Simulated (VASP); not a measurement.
# TiB2 (P6/mmm) in VASP: further runs, part 2 of 2

VASP 6.6.1. The steps go on from the part before.

## 3. Electric field gradients, PBEsol (volume scaled by 1.01)

INCAR reads:

```
PREC = Accurate ; ENCUT = 520
EDIFF = 1E-8 ; ISMEAR = -1
SIGMA = 0.03 ; LREAL = False
LASPH = True ; NELM = 60
ALGO = Normal ; ISIF = 2
LWAVE = False ; LCHARG = False
GGA = PS ; LEFG = True
NBANDS = 16
```

KPOINTS reads:

```
regular mesh
0
Gamma
  14 14 11
```

POSCAR reads:

```
TiB2
1.0
    3.0392620569      0.0000000000      0.0000000000
   -1.5196310285      2.6320781501      0.0000000000
    0.0000000000      0.0000000000      3.2391256602
Ti B
1 2
Direct
    0.0000000000      0.0000000000      0.0000000000
    0.3333333333      0.6666666667      0.5000000000
    0.6666666667      0.3333333333      0.5000000000
```

Potentials or basis: VASP PAW PBE potentials, release 64 (Ti_sv, B).

Run with:

```bash
$ cat potpaw_PBE.64/Ti_sv/POTCAR potpaw_PBE.64/B/POTCAR > POTCAR
$ mpirun -np 1 vasp_std > vasp.out
```

OUTCAR:

```text
PREC = Accurate
   ENCUT = 520
   EDIFF = 1E-8
   ISMEAR = -1
   LREAL = False
   LASPH = True
   NELM = 60
   ISIF = 2
   GGA = PS

 ion  position               nearest neighbor table
   1  0.000  0.000  0.000-   2 2.39   3 2.39   2 2.39   3 2.39   3 2.39   3 2.39   2 2.39   2 2.39
                             3 2.39   3 2.39   2 2.39   2 2.39
   2  0.333  0.667  0.500-   3 1.75   3 1.75   3 1.75   1 2.39   1 2.39   1 2.39   1 2.39   1 2.39
                             1 2.39
   3  0.667  0.333  0.500-   2 1.75   2 1.75   2 1.75   1 2.39   1 2.39   1 2.39   1 2.39   1 2.39
                             1 2.39

  LATTYP: Found a hexagonal cell.
 ALAT       =     3.0392620569
 C/A-ratio  =     1.0657605694

  Lattice vectors:

 A1 = (   3.0392620569,   0.0000000000,   0.0000000000)
 A2 = (  -1.5196310285,   2.6320781501,   0.0000000000)
 A3 = (   0.0000000000,   0.0000000000,   3.2391256602)

Analysis of symmetry for initial positions (statically):
=====================================================================
 Subroutine PRICEL returns:
 Original cell was already a primitive cell.

 Routine SETGRP: Setting up the symmetry group for a
 hexagonal supercell.

 Subroutine GETGRP returns: Found 24 space group operations
 (whereof 24 operations were pure point group operations)
 out of a pool of 24 trial point group operations.

The static configuration has the point symmetry D_6h.

Analysis of symmetry for dynamics (positions and initial velocities):
=====================================================================
 Subroutine PRICEL returns:
 Original cell was already a primitive cell.

 Routine SETGRP: Setting up the symmetry group for a
 hexagonal supercell.

 Subroutine GETGRP returns: Found 24 space group operations
 (whereof 24 operations were pure point group operations)
 out of a pool of 24 trial point group operations.

The dynamic configuration has the point symmetry D_6h.

 Subroutine INISYM returns: Found 24 space group operations
 (whereof 24 operations are pure point group operations),
 and found     1 'primitive' translations

----------------------------------------------------------------------------------------

                                     Primitive cell

  volume of cell :      25.9116

  direct lattice vectors                    reciprocal lattice vectors
     3.039262057  0.000000000  0.000000000     0.329027238  0.189963964  0.000000000
    -1.519631029  2.632078150  0.000000000     0.000000000  0.379927929  0.000000000
     0.000000000  0.000000000  3.239125660     0.000000000  0.000000000  0.308725287

  length of vectors
     3.039262057  3.039262057  3.239125660     0.379927929  0.379927929  0.308725287

  position of ions in fractional coordinates (direct lattice)
     0.000000000  0.000000000  0.000000000
     0.333333333  0.666666667  0.500000000
     0.666666667  0.333333333  0.500000000

  ion indices of the primitive-cell ions
   primitive index   ion index
                 1           1
                 2           2
                 3           3

[... 86 lines left out ...]
   ISMEAR =    -1;   SIGMA  =   0.03  broadening in eV -4-tet -1-fermi 0-gaus
   EFERMI_NEDOS =   21; number of points for ismear=-14 and -15
   IALGO  =     38    algorithm
   IMIX   =      4    mixing-type and parameters
     AMIX     =   0.40;   BMIX     =  1.00
     AMIX_MAG =   1.60;   BMIX_MAG =  1.00
  volume/ion in A,a.u.               =       8.64        58.29
  Fermi-wavevector in a.u.,A,eV,Ry     =   1.449887  2.739889 28.601782  2.102172
  Thomas-Fermi vector in A             =   2.567562
   LORBIT       =      0    0 simple, 1 ext, 2 COOP (PROOUT), +10 PAW based schemes
   GGA     = PS    functional components
   LHFCALC =     F    Hartree Fock is set to
   AEXX    =    0.0000 exact exchange contribution
   IVDW    =     0    specifies the selected vdW correction
   LEPSILON=     F    determine dielectric tensor
   LRPA    =     F    only Hartree local field effects (RPA)
 non-spin polarized calculation
  energy-cutoff  :      520.00
  volume of cell :       25.91
 maximum number of plane-waves:       721
 NGX is ok and might be reduce to    24
   NGX = 11   NGY = 11   NGZ = 13

 number of electron      18.0000002 magnetization

 Free energy of the ion-electron system (eV)
  ---------------------------------------------------
  ext. energy  EPLUGINS =         0.00000000
  ---------------------------------------------------
  free energy    TOTEN  =       -25.77449431 eV

  energy without entropy =      -25.77338738  energy(sigma->0) =      -25.77394084

 E-fermi :   9.8281     XC(G=0): -12.8241

 val. band max:        9.7622214709   @ k =   0.0714   0.0714   0.2727
 cond. band min:       9.8362637652   @ k =   0.0714  -0.0000   0.2727
 fundamental gap:      0.0740422943
 Fermi energy:         9.8280918531

 k-point     1 :       0.0000    0.0000    0.0000
  band No.  band energies     occupation
      1     -46.9260      2.00000
      2     -23.3840      2.00000
      3     -23.0683      2.00000
      4     -23.0683      2.00000
      5      -3.6168      2.00000
      6       7.2264      2.00000
[... 433 lines left out ...]
      3     -23.3127      2.00000
      4     -23.3081      2.00000
      5       1.3033      2.00000
      6       1.5342      2.00000
[... 8 lines left out ...]
     15      19.4260      0.00000
     16      20.1942      0.00000

 [... further k-points ...]

------------------------ aborting loop because EDIFF is reached ----------------------------------------

  FORCE on cell =-STRESS in cart. coord.  units (eV):
  Direction    XX          YY          ZZ          XY          YZ          ZX
  --------------------------------------------------------------------------------------
  -------------------------------------------------------------------------------------
  Total       -1.0402370     -1.0402370     -1.4252597      0.0000000      0.0000000     -0.0000000
  in kB      -64.3203149    -64.3203149    -88.1271762      0.0000000      0.0000000     -0.0000000
  external PRESSURE =     -72.2559353 kB  Pullay stress =       0.0000000 kB

 VOLUME and BASIS-vectors are now :
 -----------------------------------------------------------------------------
  energy-cutoff  :      520.00
  volume of cell :       25.91
      direct lattice vectors                 reciprocal lattice vectors
     3.039262057  0.000000000  0.000000000     0.329027238  0.189963964  0.000000000
    -1.519631029  2.632078150  0.000000000     0.000000000  0.379927929  0.000000000
     0.000000000  0.000000000  3.239125660     0.000000000  0.000000000  0.308725287

 POSITION                                       TOTAL-FORCE (eV/Angst)
 -----------------------------------------------------------------------------------
      0.00000      0.00000      0.00000        -0.000000      0.000000      0.000000
     -0.00000      1.75472      1.61956         0.000000     -0.000000      0.000000
      1.51963      0.87736      1.61956         0.000000      0.000000     -0.000000
 -----------------------------------------------------------------------------------
    total drift:                               -0.000000      0.000000      0.000000

  FREE ENERGIE OF THE ION-ELECTRON SYSTEM (eV)
  ---------------------------------------------------
  free  energy   TOTEN  =       -25.7744943059 eV

  energy  without entropy=      -25.7733873774  energy(sigma->0) =      -25.77394084

 Electric field gradients (V/A^2)
---------------------------------------------------------------------
 ion       V_xx      V_yy      V_zz      V_xy      V_xz      V_yz
---------------------------------------------------------------------
   1      -9.240    -9.242    18.482    -0.001     0.000     0.000
   2      -2.311    -2.311     4.623     0.000     0.000    -0.000
   3      -2.311    -2.311     4.623     0.000     0.000     0.000
---------------------------------------------------------------------

 Electric field gradients after diagonalization (V/A^2)
 (convention: |V_zz| > |V_xx| > |V_yy|)
----------------------------------------------------------------------
 ion       V_xx      V_yy      V_zz     asymmetry (V_yy - V_xx)/ V_zz
----------------------------------------------------------------------
   1      -9.243    -9.240    18.482       0.000
   2      -2.311    -2.311     4.623       0.000
   3      -2.311    -2.311     4.623       0.000
----------------------------------------------------------------------

           NMR quadrupolar parameters

 Cq : quadrupolar parameter    Cq=e*Q*V_zz/h
 eta: asymmetry parameters     (V_yy - V_xx)/ V_zz
 Q  : nuclear electric quadrupole moment in mb (millibarn)
----------------------------------------------------------------------
 ion       Cq(MHz)       eta       Q (mb)
----------------------------------------------------------------------
   1       0.045       0.000       1.000
   2       0.011       0.000       1.000
   3       0.011       0.000       1.000
----------------------------------------------------------------------
```

OSZICAR:

```text
N       E                     dE             d eps       ncg     rms          rms(c)
DAV:   1     0.120761190480E+03    0.12076E+03   -0.90564E+03  4608   0.128E+03
DAV:   2    -0.237444545548E+02   -0.14451E+03   -0.13975E+03  4960   0.342E+02
DAV:   3    -0.306825310146E+02   -0.69381E+01   -0.68834E+01  6848   0.727E+01
DAV:   4    -0.308269134035E+02   -0.14438E+00   -0.14432E+00  5472   0.941E+00
DAV:   5    -0.308308657356E+02   -0.39523E-02   -0.39522E-02  6792   0.131E+00    0.168E+01
DAV:   6    -0.257919964784E+02    0.50389E+01   -0.20268E+01  6640   0.485E+01    0.375E+00
DAV:   7    -0.257774707793E+02    0.14526E-01   -0.10147E+00  4984   0.115E+01    0.333E+00
DAV:   8    -0.257784609749E+02   -0.99020E-03   -0.89948E-02  7632   0.255E+00    0.683E-01
DAV:   9    -0.257749346508E+02    0.35263E-02   -0.38460E-02  5744   0.245E+00    0.237E-01
DAV:  10    -0.257744818548E+02    0.45280E-03   -0.28536E-03  5816   0.645E-01    0.635E-02
DAV:  11    -0.257745192033E+02   -0.37348E-04   -0.34062E-04  6632   0.197E-01    0.536E-02
DAV:  12    -0.257744947419E+02    0.24461E-04   -0.11209E-04  5488   0.134E-01    0.103E-02
DAV:  13    -0.257744944726E+02    0.26935E-06   -0.48282E-06  5768   0.209E-02    0.209E-03
DAV:  14    -0.257744942441E+02    0.22848E-06   -0.28328E-07  5784   0.472E-03    0.651E-04
DAV:  15    -0.257744943139E+02   -0.69794E-07   -0.34485E-08  5888   0.129E-03    0.408E-04
DAV:  16    -0.257744943023E+02    0.11581E-07   -0.30669E-09  2984   0.500E-04    0.221E-04
DAV:  17    -0.257744943059E+02   -0.36111E-08   -0.12925E-09  2520   0.333E-04
   1 F= -.25774494E+02 E0= -.25773941E+02  d E =-.110693E-02
```

It took 46 s on 1 thread of Intel Xeon Platinum 8259CL at 2.50GHz (Skylake/Cascade Lake), shared host; peak memory 0.18 GiB.

Results:

* Free energy: -25.7745 eV
* Pressure: -7.2 GPa
* Band gap on the k mesh: zero (band 9 reaches 10.27 eV, above the bottom of band 10 at 9.64 eV)

Stress tensor (GPa, compression positive):
```
-6.43  0.00  0.00
 0.00 -6.43  0.00
 0.00  0.00 -8.81
```

Electric field gradients, principal values (V/Å²):
```tsv
atom	least	middle	greatest (by size)
1 Ti	-9.240	-9.243	18.482
2 B	-2.311	-2.311	4.623
3 B	-2.311	-2.311	4.623
```

Caveat: without QUAD_EFG the Cq values of the log hold for a quadrupole moment of 1 mb, not for the nuclei; the PAW data sets were made with another functional, which shifts forces and pressure a little.

## 4. Electric field gradients, PBEsol (volume scaled by 1.04)

INCAR reads:

```
PREC = Accurate ; ENCUT = 520
EDIFF = 1E-8 ; ISMEAR = -1
SIGMA = 0.03 ; LREAL = F
LASPH = T ; NELM = 100
ALGO = Normal ; ISIF = 2
LWAVE = F ; LCHARG = F
GGA = PS ; LEFG = T
NBANDS = 16
```

KPOINTS is that of step 3.

POSCAR reads:

```
TiB2
1.0
    3.0690606440      0.0000000000      0.0000000000
   -1.5345303220      2.6578844835      0.0000000000
    0.0000000000      0.0000000000      3.2708838193
Ti B
1 2
Direct
    0.0000000000      0.0000000000      0.0000000000
    0.3333333333      0.6666666667      0.5000000000
    0.6666666667      0.3333333333      0.5000000000
```

Potentials or basis: VASP PAW PBE potentials, release 64 (Ti_sv, B).

Run with:

```bash
$ cat potpaw_PBE.64/Ti_sv/POTCAR potpaw_PBE.64/B/POTCAR > POTCAR
$ mpirun -np 1 vasp_std > vasp.out
```

OUTCAR:

```text
PREC = Accurate
   ENCUT = 520
   EDIFF = 1E-8
   ISMEAR = -1
   LREAL = F
   LASPH = T
   NELM = 100
   ISIF = 2
   GGA = PS

 ion  position               nearest neighbor table
   1  0.000  0.000  0.000-   2 2.41   3 2.41   2 2.41   3 2.41   3 2.41   3 2.41   2 2.41   2 2.41
                             3 2.41   3 2.41   2 2.41   2 2.41
   2  0.333  0.667  0.500-   3 1.77   3 1.77   3 1.77   1 2.41   1 2.41   1 2.41   1 2.41   1 2.41
                             1 2.41
   3  0.667  0.333  0.500-   2 1.77   2 1.77   2 1.77   1 2.41   1 2.41   1 2.41   1 2.41   1 2.41
                             1 2.41

  LATTYP: Found a hexagonal cell.
[... 684 lines left out ...]
---------------------------------------------------------------------
 ion       V_xx      V_yy      V_zz      V_xy      V_xz      V_yz
---------------------------------------------------------------------
   1      -9.073    -9.075    18.148    -0.001    -0.000     0.000
   2      -2.307    -2.307     4.614    -0.000     0.000    -0.000
   3      -2.307    -2.307     4.614    -0.000     0.000     0.000
---------------------------------------------------------------------

 Electric field gradients after diagonalization (V/A^2)
 (convention: |V_zz| > |V_xx| > |V_yy|)
----------------------------------------------------------------------
 ion       V_xx      V_yy      V_zz     asymmetry (V_yy - V_xx)/ V_zz
----------------------------------------------------------------------
   1      -9.075    -9.073    18.148       0.000
   2      -2.307    -2.307     4.614       0.000
   3      -2.307    -2.307     4.614       0.000
----------------------------------------------------------------------

           NMR quadrupolar parameters

 Cq : quadrupolar parameter    Cq=e*Q*V_zz/h
 eta: asymmetry parameters     (V_yy - V_xx)/ V_zz
 Q  : nuclear electric quadrupole moment in mb (millibarn)
----------------------------------------------------------------------
 ion       Cq(MHz)       eta       Q (mb)
----------------------------------------------------------------------
   1       0.044       0.000       1.000
   2       0.011       0.000       1.000
   3       0.011       0.000       1.000
----------------------------------------------------------------------
```

It took 47 s on 1 thread of Intel Xeon Platinum 8259CL at 2.50GHz (Skylake/Cascade Lake), shared host; peak memory 0.18 GiB.

What came out:

- Free energy: -25.7241 eV
- Pressure: -13.8 GPa
- Band gap on the k mesh: zero (band 9 reaches 9.93 eV, above the bottom of band 10 at 9.32 eV)

Stress tensor (GPa, compression positive):
```
-13.56   0.00   0.00
  0.00 -13.56   0.00
  0.00   0.00 -14.30
```

Levels at points of the mesh, in eV from the Fermi level:
| k point | band 6 | band 7 | band 8 | band 9 | band 10 | band 11 | band 12 | band 13 |
| --- | --- | --- | --- | --- | --- | --- | --- | --- |
| (0.00, 0.00, 0.00) | -2.54 | -2.54 | -2.31 | -2.08 | 1.76 | 1.76 | 3.47 | 3.47 |
| (0.50, 0.00, 0.00) | -9.13 | -3.21 | -3.13 | -2.22 | 1.23 | 2.58 | 3.02 | 3.25 |

Electric field gradients, principal values (V/Å²):
```csv
atom,least,middle,greatest (by size)
1 Ti,-9.073,-9.075,18.148
2 B,-2.307,-2.307,4.614
3 B,-2.307,-2.307,4.614
```

Caveat: without QUAD_EFG the Cq values of the log hold for a quadrupole moment of 1 mb, not for the nuclei; the PAW data sets were made with another functional, which shifts forces and pressure a little.
